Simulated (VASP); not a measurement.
# MgTe (P6_3mc) in VASP: notebook

Runs on MgTe. Level: PBEsol. Tasks: single point, relaxation of cell and atoms.

Everything below comes from runs of VASP 6.6.1. Logs are shortened: lines on timing, memory, paths and dates and some standing lists are left out, and cuts for length are marked.

## 1. The cell of the first run

Symmetry: P6_3mc, No. 186, hexagonal system. Conventional cell: a = 4.561 Å, b = 4.561 Å, c = 7.412 Å, α = 90.00°, β = 90.00°, γ = 120.00°. Within 3.7 Å of Mg (site symmetry 3m) lie 4 Te at 2.79 Å. Te (site symmetry 3m) has 4 Mg at 2.79 Å within 3.7 Å.

## 2. Single point, PBEsol

Contents of INCAR:

```
SYSTEM = MgTe
ALGO = Normal ; EDIFF = 1E-6
ENCUT = 600 ; GGA = PS
GGA_COMPAT = .False. ; ISIF = 2
ISMEAR = 0 ; LASPH = .True.
LCHARG = .True. ; LELF = .True.
LREAL = .False. ; LVHAR = .True.
LWAVE = .False. ; NBANDS = 16
NELM = 120 ; PREC = Accurate
SIGMA = 0.02
```

Contents of KPOINTS:

```
k-points
0
Gamma
  9 9 4
  0 0 0
```

Contents of POSCAR:

```
MgTe
1.0
    4.5606125678      0.0000000000      0.0000000000
   -2.2803062839      3.9496063405      0.0000000000
    0.0000000000      0.0000000000      7.4124820623
Mg Te
2 2
Direct
    0.3333333333      0.6666666667     -0.0033861318
    0.6666666667      0.3333333333      0.4966138682
    0.3333333333      0.6666666667      0.3733861318
    0.6666666667      0.3333333333      0.8733861318
```

Potentials or basis: VASP PAW PBE potentials, release 64 (Mg, Te).

Command:

```bash
cat potpaw_PBE.64/Mg/POTCAR potpaw_PBE.64/Te/POTCAR > POTCAR
mpirun -np 1 vasp_std > vasp.out
```

OUTCAR:

```text
SYSTEM = MgTe
   EDIFF = 1E-6
   ENCUT = 600
   GGA = PS
   ISIF = 2
   ISMEAR = 0
   LASPH = .True.
   LREAL = .False.
   NELM = 120
   PREC = Accurate

 ion  position               nearest neighbor table
   1  0.333  0.667  0.997-   4 2.79   4 2.79   4 2.79   3 2.79
   2  0.667  0.333  0.497-   3 2.79   3 2.79   3 2.79   4 2.79
   3  0.333  0.667  0.373-   2 2.79   2 2.79   2 2.79   1 2.79
   4  0.667  0.333  0.873-   1 2.79   1 2.79   1 2.79   2 2.79

  LATTYP: Found a hexagonal cell.
 ALAT       =     4.5606125678
 C/A-ratio  =     1.6253259737

  Lattice vectors:

 A1 = (   4.5606125678,   0.0000000000,   0.0000000000)
 A2 = (  -2.2803062839,   3.9496063405,   0.0000000000)
 A3 = (   0.0000000000,   0.0000000000,   7.4124820623)

Analysis of symmetry for initial positions (statically):
=====================================================================
 Subroutine PRICEL returns:
 Original cell was already a primitive cell.

 Routine SETGRP: Setting up the symmetry group for a
 hexagonal supercell.

 Subroutine GETGRP returns: Found 12 space group operations
 (whereof  6 operations were pure point group operations)
 out of a pool of 24 trial point group operations.

The static configuration has the point symmetry C_3v.
 The point group associated with its full space group is C_6v.

Analysis of symmetry for dynamics (positions and initial velocities):
=====================================================================
 Subroutine PRICEL returns:
 Original cell was already a primitive cell.

 Routine SETGRP: Setting up the symmetry group for a
 hexagonal supercell.

 Subroutine GETGRP returns: Found 12 space group operations
 (whereof  6 operations were pure point group operations)
 out of a pool of 24 trial point group operations.

The dynamic configuration has the point symmetry C_3v.
 The point group associated with its full space group is C_6v.

 Subroutine INISYM returns: Found 12 space group operations
 (whereof  6 operations are pure point group operations),
 and found     1 'primitive' translations

----------------------------------------------------------------------------------------

                                     Primitive cell

  volume of cell :     133.5183
[... 85 lines left out ...]
   ISTART =      0    job   : 0-new  1-cont  2-samecut
   ICHARG =      2    charge: 1-file 2-atom 10-const
   ISPIN  =      1    spin polarized calculation?
   LNONCOLLINEAR =      F non collinear calculations
   LSORBIT =      F    spin-orbit coupling
   LASPH  =      T    aspherical Exc in radial PAW
   ENCUT  =  600.0 eV  44.10 Ry    6.64 a.u.   9.11  9.11 14.80*2*pi/ulx,y,z
   NELM   =    120;   NELMIN=  2; NELMDL= -5     # of ELM steps
   EDIFF  = 0.1E-05   stopping-criterion for ELM
   LREAL  =      F    real-space projection
   EDIFFG = 0.1E-04   stopping-criterion for IOM
   NSW    =      0    number of steps for IOM
   IBRION =     -1    ionic relax: 0-MD 1-quasi-New 2-CG
   NFREE  =      0    steps in history (QN), initial steepest desc. (CG)
   ISIF   =      2    stress and relaxation
   ISYM   =      2    0-nonsym 1-usesym 2-fastsym
   POTIM  = 0.5000    time-step for ionic-motion
   TEBEG  =    0.0;   TEEND  =   0.0 temperature during run
   PSTRESS=    0.0 pullay stress
   NELECT =      16.0000    total number of electrons
   NUPDOWN=      -1.0000    fix difference up-down
   EMIN   =  10.00;   EMAX   =-10.00  energy-range for DOS
   EFERMI =   0.00;   METHOD = LEGACY
   ISMEAR =     0;   SIGMA  =   0.02  broadening in eV -4-tet -1-fermi 0-gaus
   EFERMI_NEDOS =   21; number of points for ismear=-14 and -15
   IALGO  =     38    algorithm
   IMIX   =      4    mixing-type and parameters
     AMIX     =   0.40;   BMIX     =  1.00
     AMIX_MAG =   1.60;   BMIX_MAG =  1.00
  volume/ion in A,a.u.               =      33.38       225.26
  Fermi-wavevector in a.u.,A,eV,Ry     =   0.807113  1.525223  8.863273  0.651432
  Thomas-Fermi vector in A             =   1.915672
   LORBIT       =      0    0 simple, 1 ext, 2 COOP (PROOUT), +10 PAW based schemes
   GGA     = PS    functional components
   LHFCALC =     F    Hartree Fock is set to
   AEXX    =    0.0000 exact exchange contribution
   IVDW    =     0    specifies the selected vdW correction
   LEPSILON=     F    determine dielectric tensor
   LRPA    =     F    only Hartree local field effects (RPA)
 non-spin polarized calculation
 Gauss-broadening in eV      SIGMA  =   0.02
  energy-cutoff  :      600.00
  volume of cell :      133.52
 maximum number of plane-waves:      4506
   NGX = 19   NGY = 19   NGZ = 29

 number of electron      16.0000001 magnetization

 Free energy of the ion-electron system (eV)
  ---------------------------------------------------
  ext. energy  EPLUGINS =         0.00000000
  ---------------------------------------------------
  free energy    TOTEN  =       -13.79286281 eV

  energy without entropy =      -13.79286281  energy(sigma->0) =      -13.79286281

 E-fermi :   2.0084     XC(G=0):  -8.0345

 val. band max:        1.8906520713   @ k =   0.0000   0.0000   0.0000
 cond. band min:       4.2813878160   @ k =   0.0000   0.0000   0.0000
 fundamental gap:      2.3907357448
 Fermi energy:         2.0084090721

 k-point     1 :       0.0000    0.0000    0.0000
  band No.  band energies     occupation
      1      -8.3985      2.00000
      2      -7.7793      2.00000
      3      -1.4222      2.00000
      4       1.3806      2.00000
      5       1.3806      2.00000
      6       1.8733      2.00000
[... 433 lines left out ...]
      3      -0.9465      2.00000
      4      -0.9465      2.00000
      5      -0.4171      2.00000
      6       0.2865      2.00000
[... 8 lines left out ...]
     15       9.4880      0.00000
     16       9.7782      0.00000

 [... further k-points ...]
[... 5 lines left out ...]
  --------------------------------------------------------------------------------------
  -------------------------------------------------------------------------------------
  Total        0.0280125      0.0280125      0.0267332      0.0000000      0.0000000      0.0000000
  in kB        0.3361408      0.3361408      0.3207902      0.0000000      0.0000000      0.0000000
  external PRESSURE =       0.3310240 kB  Pullay stress =       0.0000000 kB

 VOLUME and BASIS-vectors are now :
 -----------------------------------------------------------------------------
  energy-cutoff  :      600.00
  volume of cell :      133.52
      direct lattice vectors                 reciprocal lattice vectors
     4.560612568  0.000000000  0.000000000     0.219268790  0.126594895  0.000000000
    -2.280306284  3.949606340  0.000000000     0.000000000  0.253189790  0.000000000
     0.000000000  0.000000000  7.412482062     0.000000000  0.000000000  0.134907578

 POSITION                                       TOTAL-FORCE (eV/Angst)
 -----------------------------------------------------------------------------------
     -0.00000      2.63307      7.38738        -0.000000     -0.000000      0.000177
      2.28031      1.31654      3.68114        -0.000000      0.000000      0.000177
     -0.00000      2.63307      2.76772         0.000000      0.000000     -0.000177
      2.28031      1.31654      6.47396        -0.000000      0.000000     -0.000177
 -----------------------------------------------------------------------------------
    total drift:                               -0.000000     -0.000000     -0.000691

  FREE ENERGIE OF THE ION-ELECTRON SYSTEM (eV)
  ---------------------------------------------------
  free  energy   TOTEN  =       -13.7928628095 eV

  energy  without entropy=      -13.7928628095  energy(sigma->0) =      -13.79286281
```

stdout:

```text
POSCAR found type information on POSCAR MgTe
 POSCAR found :  2 types and       4 ions
 scaLAPACK will be used
 -----------------------------------------------------------------------------
|                                                                             |
|                                                                             |
|     You enforced a specific xc type in the INCAR file but a different       |
|     I HOPE YOU KNOW WHAT YOU ARE DOING!                                     |
|                                                                             |
 -----------------------------------------------------------------------------

 LDA part: xc-table for (Slater+PW92), standard interpolation
 POSCAR, INCAR and KPOINTS ok, starting setup
 FFT: planning ... GRIDC
 FFT: planning ... GRID_SOFT
 FFT: planning ... GRID
 WAVECAR not read
 entering main loop
```

Run time: 72 s. Hardware: 1 thread of AMD EPYC 7R13 (Zen 3), shared host; peak memory 0.28 GiB.

What came out:

| Property | Result |
| --- | --- |
| Free energy | -13.7929 eV |
| Pressure | 0.0 GPa |
| Band gap on the k mesh | 2.39 eV, direct |

Caveat: the PAW data sets were made with another functional, which shifts forces and pressure a little; spin-orbit coupling is left out, which moves the levels of the heavy elements.

## 3. Relaxation of cell and atoms, PBEsol

This run uses another cell than the first one, of 33.00 Å³/atom, 0.989 times its volume.

Contents of INCAR:

```
PREC = Accurate ; ENCUT = 600
EDIFF = 1E-7 ; ISMEAR = 0
SIGMA = 0.02 ; LREAL = False
LASPH = True ; NELM = 120
ALGO = Normal ; ISIF = 3
LWAVE = False ; LCHARG = False
GGA = PS ; IBRION = 2
NSW = 100 ; EDIFFG = -0.005
GGA_COMPAT = False ; NELMIN = 4
```

Contents of KPOINTS:

```
Automatic mesh
0
Gamma
  9 9 4
```

Contents of POSCAR:

```
MgTe
1.0
    4.5400020208      0.0000000000      0.0000000000
   -2.2700010104      3.9317570832      0.0000000000
    0.0000000000      0.0000000000      7.3950000000
Mg Te
2 2
Direct
    0.3333333333      0.6666666667      0.0000000000
    0.6666666667      0.3333333333      0.5000000000
    0.3333333333      0.6666666667      0.3700000000
    0.6666666667      0.3333333333      0.8700000000
```

Potentials or basis: VASP PAW PBE potentials, release 64 (Mg, Te).

Command:

```bash
cat potpaw_PBE.64/Mg/POTCAR potpaw_PBE.64/Te/POTCAR > POTCAR
mpirun -np 1 vasp_std > vasp.out
```

Run time: 5.9 min. Hardware: 1 thread of AMD EPYC 7R13 (Zen 3), shared host; peak memory 0.29 GiB.

The run converged. Its results:

```
Free energy                            : -13.7928 eV
Relaxed volume                         : 33.42 Å³/atom
Relaxed cell                           : a = 4.562 Å, b = 4.562 Å, c = 7.417 Å, α = 90.00°, β = 90.00°, γ = 120.00°
Space group after relaxing (to 0.05 Å) : P6_3mc (No. 186)
Energy gained by relaxing              : 3.0 meV/atom
Ionic steps                            : 7
Pressure after relaxing                : 0.0 GPa
Band gap on the k mesh                 : 2.39 eV, direct
```

The path:
```
step  energy change (eV)  largest force (eV/Å)  pressure (GPa)  volume (Å³)
   1              0.0000                0.2162            0.49       132.00
   2             -0.0102                0.0391           -0.08       133.93
   3             -0.0102                0.0441           -0.07       133.87
   4             -0.0108                0.0321           -0.01       133.66
   5             -0.0114                0.0011            0.14       133.12
   6             -0.0117                0.0010            0.10       133.28
   7             -0.0121                0.0010           -0.01       133.68
```

Final structure:
```xyz
4
Lattice="4.5620 0.0000 0.0000 -2.2810 3.9508 0.0000 0.0000 0.0000 7.4171" Properties=species:S:1:pos:R:3 pbc="T T T"
Mg    0.0000    2.6339    7.3923
Mg    2.2810    1.3169    3.6838
Te    0.0000    2.6339    2.7691
Te    2.2810    1.3169    6.4776
```

Levels at points of the mesh, in eV from the valence-band top:
```tsv
k point	band 5	band 6	band 7	band 8	band 9	band 10	band 11	band 12
(0.00, 0.00, 0.00)	-0.51	-0.01	-0.01	0.00	2.39	2.91	5.24	5.24
(0.00, 0.00, 0.50)	-0.27	-0.27	-0.27	-0.27	3.40	3.40	5.49	5.49
```

Caveat: the PAW data sets were made with another functional, which shifts forces and pressure a little; spin-orbit coupling is left out, which moves the levels of the heavy elements. Zero-point motion and thermal expansion aren't in these numbers.
